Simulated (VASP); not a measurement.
Ga, 1 atom in the cell. The structure is cubic, space group Fm-3m (No. 225). Conventional cell: a = 4.096 Å, b = 4.096 Å, c = 4.096 Å, α = 90.00°, β = 90.00°, γ = 90.00°. Within 3.8 Å of Ga (site symmetry m-3m) lie 12 Ga at 2.90 Å. 

| Item | Value |
| --- | --- |
| Program | VASP 6.6.1 |
| Task | single point |
| Functional | LDA |
| Potentials or basis | VASP PAW LDA potentials, release 64 (Ga_d) |
| Cutoff | 520 eV |
| k mesh | 13 × 13 × 13 |
| Occupations | fermi-dirac, width 0.1 eV |
| Spin | non-collinear spin, zero start, spin-orbit coupling |
| Starting moments | [[0.0, 0.0, 0.0]] μB |
| Dipole correction | no |
| Further INCAR settings | ALGO = Normal; EDIFF = 1e-06; NBANDS = 24 |

Potentials or basis: VASP PAW LDA potentials, release 64 (Ga_d).

The run is started by

```sh
$ cat potpaw_LDA.64/Ga_d/POTCAR > POTCAR
$ mpirun -np 1 vasp_ncl > vasp.out
```

Hardware: 1 thread of Intel(R) Xeon(R) 6975P-C (Granite Rapids), with other jobs on the host.

Q: How long does it take, and how much memory?

A: It took 22 s on 1 thread of Intel(R) Xeon(R) 6975P-C (Granite Rapids) (shared host), peak memory 0.2 GiB. Counts: scf iterations 10, k points 84.
